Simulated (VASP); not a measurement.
# PbS (R3m) in VASP: single point with PBEsol

Aim: the single point of PbS with PBEsol.

Program: VASP 6.6.1. These are calculated values, not measurements. Logs are shortened: lines on timing, memory, paths and dates and some standing lists are left out, and cuts for length are marked.

### 1 The cell of the first run

It takes space group R3m (No. 160, trigonal). The conventional cell has a = 4.225 Å, b = 4.225 Å, c = 10.356 Å, α = 90.00°, β = 90.00°, γ = 120.00°. Within 3.9 Å of Pb (site symmetry 3m) lie 6 S at 2.96 to 3.02 Å. S (site symmetry 3m) has 6 Pb at 2.96 to 3.02 Å within 3.9 Å.

### 2 Single point, PBEsol

Input file INCAR:

```
PREC     = Accurate       # precision mode
ENCUT    = 520            # plane-wave cutoff, eV
EDIFF    = 1E-7           # SCF threshold, eV
ISMEAR   = 0              # smearing method
SIGMA    = 0.1            # smearing width, eV
LREAL    = Auto         
LASPH    = True           # aspherical terms in the spheres
NELM     = 80             # most SCF steps
ALGO     = Normal         # electronic algorithm
ISIF     = 2              # what is computed and relaxed
LWAVE    = False          # write WAVECAR
LCHARG   = False          # write CHGCAR
GGA      = PS             # functional
ISYM     = 0            
NBANDS   = 94             # bands
```

Input file KPOINTS:

```
Automatic mesh
0
Gamma
  2 2 2
  0.5 0.5 0.5
```

Input file POSCAR:

```
PbS
1.0
   -4.2253234116     -7.3184748273      0.0000000000
    4.2253234116     -7.3184748273      0.0000000000
    0.0000000000     -4.8789832182      6.9038325036
Pb S
8 8
Direct
    0.0097171100      0.0097171100      0.4708486700
    0.0097171100      0.0097171100      0.9708486700
    0.0097171100      0.5097171100      0.4708486700
    0.0097171100      0.5097171100      0.9708486700
    0.5097171100      0.0097171100      0.4708486700
    0.5097171100      0.0097171100      0.9708486700
    0.5097171100      0.5097171100      0.4708486700
    0.5097171100      0.5097171100      0.9708486700
    0.2624822250      0.2624822250      0.7125533250
    0.2624822250      0.2624822250      0.2125533250
    0.2624822250      0.7624822250      0.7125533250
    0.2624822250      0.7624822250      0.2125533250
    0.7624822250      0.2624822250      0.7125533250
    0.7624822250      0.2624822250      0.2125533250
    0.7624822250      0.7624822250      0.7125533250
    0.7624822250      0.7624822250      0.2125533250
```

Potentials or basis: VASP PAW PBE potentials, release 64 (Pb_d, S).

The run is started by

```sh
cat potpaw_PBE.64/Pb_d/POTCAR potpaw_PBE.64/S/POTCAR > POTCAR
mpirun -np 1 vasp_std > vasp.out
```

OUTCAR:

```text
PREC = Accurate
   ENCUT = 520
   EDIFF = 1E-7
   ISMEAR = 0
   LREAL = Auto
   LASPH = True
   NELM = 80
   ISIF = 2
   GGA = PS
   ISYM = 0

 ion  position               nearest neighbor table
   1  0.010  0.010  0.471-  15 2.96  13 2.96  11 2.96  10 3.02  14 3.02  12 3.02
   2  0.010  0.010  0.971-  16 2.96  14 2.96  12 2.96   9 3.02  11 3.02  13 3.02
   3  0.010  0.510  0.471-  13 2.96   9 2.96  15 2.96  12 3.02  10 3.02  16 3.02
   4  0.010  0.510  0.971-  14 2.96  10 2.96  16 2.96  11 3.02  15 3.02   9 3.02
   5  0.510  0.010  0.471-  11 2.96   9 2.96  15 2.96  14 3.02  10 3.02  16 3.02
   6  0.510  0.010  0.971-  12 2.96  10 2.96  16 2.96  13 3.02  15 3.02   9 3.02
[... 8 lines left out ...]
  15  0.762  0.762  0.713-   1 2.96   3 2.96   5 2.96   8 3.02   6 3.02   4 3.02
  16  0.762  0.762  0.213-   2 2.96   4 2.96   6 2.96   7 3.02   3 3.02   5 3.02

IMPORTANT INFORMATION: All symmetrisations will be switched off!
NOSYMM: (Re-)initialisation of all symmetry stuff for point group C_1.

----------------------------------------------------------------------------------------

                                     Primitive cell

  volume of cell :     426.9734

  direct lattice vectors                    reciprocal lattice vectors
    -4.225323412 -7.318474827  0.000000000    -0.118334137 -0.068320246 -0.048282361
     4.225323412 -7.318474827  0.000000000     0.118334137 -0.068320246 -0.048282361
     0.000000000 -4.878983218  6.903832504     0.000000000  0.000000000  0.144847083

  length of vectors
     8.450646823  8.450646823  8.453838210     0.144920014  0.144920014  0.144847083

  position of ions in fractional coordinates (direct lattice)
     0.009717110  0.009717110  0.470848670
     0.009717110  0.009717110  0.970848670
     0.009717110  0.509717110  0.470848670
     0.009717110  0.509717110  0.970848670
     0.509717110  0.009717110  0.470848670
     0.509717110  0.009717110  0.970848670
[... 8 lines left out ...]
     0.762482225  0.762482225  0.712553325
     0.762482225  0.762482225  0.212553325

  ion indices of the primitive-cell ions
   primitive index   ion index
                 1           1
                 2           2
                 3           3
                 4           4
                 5           5
                 6           6
[... 8 lines left out ...]
                15          15
                16          16

----------------------------------------------------------------------------------------

 KPOINTS: Automatic mesh

Automatic generation of k-mesh.
 Grid dimensions read from file:
 generate k-points for:    2    2    2
[... 57 lines left out ...]
   ISIF   =      2    stress and relaxation
   ISYM   =      0    0-nonsym 1-usesym 2-fastsym
   POTIM  = 0.5000    time-step for ionic-motion
   TEBEG  =    0.0;   TEEND  =   0.0 temperature during run
   PSTRESS=    0.0 pullay stress
   NELECT =     160.0000    total number of electrons
   NUPDOWN=      -1.0000    fix difference up-down
   EMIN   =  10.00;   EMAX   =-10.00  energy-range for DOS
   EFERMI =   0.00;   METHOD = LEGACY
   ISMEAR =     0;   SIGMA  =   0.10  broadening in eV -4-tet -1-fermi 0-gaus
   EFERMI_NEDOS =   21; number of points for ismear=-14 and -15
   IALGO  =     38    algorithm
   IMIX   =      4    mixing-type and parameters
     AMIX     =   0.40;   BMIX     =  1.00
     AMIX_MAG =   1.60;   BMIX_MAG =  1.00
  volume/ion in A,a.u.               =      26.69       180.08
  Fermi-wavevector in a.u.,A,eV,Ry     =   1.180270  2.230386 18.953411  1.393036
  Thomas-Fermi vector in A             =   2.316565
   LORBIT       =      0    0 simple, 1 ext, 2 COOP (PROOUT), +10 PAW based schemes
   GGA     = PS    functional components
   LHFCALC =     F    Hartree Fock is set to
   AEXX    =    0.0000 exact exchange contribution
   IVDW    =     0    specifies the selected vdW correction
   LEPSILON=     F    determine dielectric tensor
   LRPA    =     F    only Hartree local field effects (RPA)
 non-spin polarized calculation
 Gauss-broadening in eV      SIGMA  =   0.10
  energy-cutoff  :      520.00
  volume of cell :      426.97
 maximum number of plane-waves:     11504
 NGX is ok and might be reduce to    64
   NGX = 31   NGY = 31   NGZ = 31

 number of electron     160.0000013 magnetization

 Free energy of the ion-electron system (eV)
  ---------------------------------------------------
  ext. energy  EPLUGINS =         0.00000000
  ---------------------------------------------------
  free energy    TOTEN  =       -75.70560519 eV

  energy without entropy =      -75.70560519  energy(sigma->0) =      -75.70560519

 E-fermi :   5.3285     XC(G=0):  -9.7818

 val. band max:        4.8514559619   @ k =   0.2500   0.2500   0.2500
 cond. band min:       6.4363262149   @ k =  -0.2500  -0.0000   0.0000
 fundamental gap:      1.5848702530
 Fermi energy:         5.3284507093

 k-point     1 :       0.2500    0.2500    0.2500
  band No.  band energies     occupation
      1     -11.4256      2.00000
      2     -11.4256      2.00000
      3     -11.4254      2.00000
      4     -11.3466      2.00000
      5     -11.3466      2.00000
      6     -11.3446      2.00000
[... 1129 lines left out ...]
     91       8.5484      0.00000
     92       8.5484      0.00000
 [bands above 92 left out]

------------------------ aborting loop because EDIFF is reached ----------------------------------------

  FORCE on cell =-STRESS in cart. coord.  units (eV):
  Direction    XX          YY          ZZ          XY          YZ          ZX
  --------------------------------------------------------------------------------------
  -------------------------------------------------------------------------------------
  Total       -5.8875004     -5.8874181     -5.8106813     -0.0000007     -0.0000269      0.0000009
  in kB      -22.0922906    -22.0919818    -21.8040345     -0.0000025     -0.0001008      0.0000033
  external PRESSURE =     -21.9961023 kB  Pullay stress =       0.0000000 kB

 VOLUME and BASIS-vectors are now :
 -----------------------------------------------------------------------------
  energy-cutoff  :      520.00
  volume of cell :      426.97
      direct lattice vectors                 reciprocal lattice vectors
    -4.225323412 -7.318474827  0.000000000    -0.118334137 -0.068320246 -0.048282361
     4.225323412 -7.318474827  0.000000000     0.118334137 -0.068320246 -0.048282361
     0.000000000 -4.878983218  6.903832504     0.000000000  0.000000000  0.144847083

 POSITION                                       TOTAL-FORCE (eV/Angst)
 -----------------------------------------------------------------------------------
      0.00000     -2.43949      3.25066         0.000003     -0.000006     -0.024396
      0.00000     -4.87898      6.70258         0.000006      0.000001     -0.024398
      2.11266     -6.09873      3.25066        -0.000011      0.000005     -0.024393
      2.11266     -8.53822      6.70258        -0.000009      0.000009     -0.024396
     -2.11266     -6.09873      3.25066         0.000013      0.000004     -0.024398
     -2.11266     -8.53822      6.70258         0.000005     -0.000002     -0.024394
[... 8 lines left out ...]
      0.00000    -14.63695      4.91935        -0.000017      0.000002      0.024415
      0.00000    -12.19746      1.46743         0.000003      0.000008      0.024388
 -----------------------------------------------------------------------------------
    total drift:                               -0.000006     -0.000002     -0.026177

  FREE ENERGIE OF THE ION-ELECTRON SYSTEM (eV)
  ---------------------------------------------------
  free  energy   TOTEN  =       -75.7056051944 eV

  energy  without entropy=      -75.7056051944  energy(sigma->0) =      -75.70560519
```

Wall time 10 min (1 thread of AMD EPYC 9R45 (Zen 5), shared host); peak memory 0.68 GiB.

What came out:

```
Free energy            : -75.7056 eV
Pressure               : -2.2 GPa
Largest force          : 0.024 eV/Å
Band gap on the k mesh : 1.58 eV
```

Forces on the atoms (eV/Å):
```
Pb   0.000  0.000 -0.024
Pb   0.000  0.000 -0.024
Pb   0.000  0.000 -0.024
Pb   0.000  0.000 -0.024
Pb   0.000  0.000 -0.024
Pb   0.000  0.000 -0.024
Pb   0.000  0.000 -0.024
Pb   0.000  0.000 -0.024
S    0.000  0.000  0.024
S    0.000  0.000  0.024
S    0.000  0.000  0.024
S    0.000  0.000  0.024
S    0.000  0.000  0.024
S    0.000  0.000  0.024
S    0.000  0.000  0.024
S    0.000  0.000  0.024
```

Caveat: the PAW data sets were made with another functional, which shifts forces and pressure a little; spin-orbit coupling is left out, which moves the levels of the heavy elements; a shifted mesh leaves out Γ, where band edges can lie.
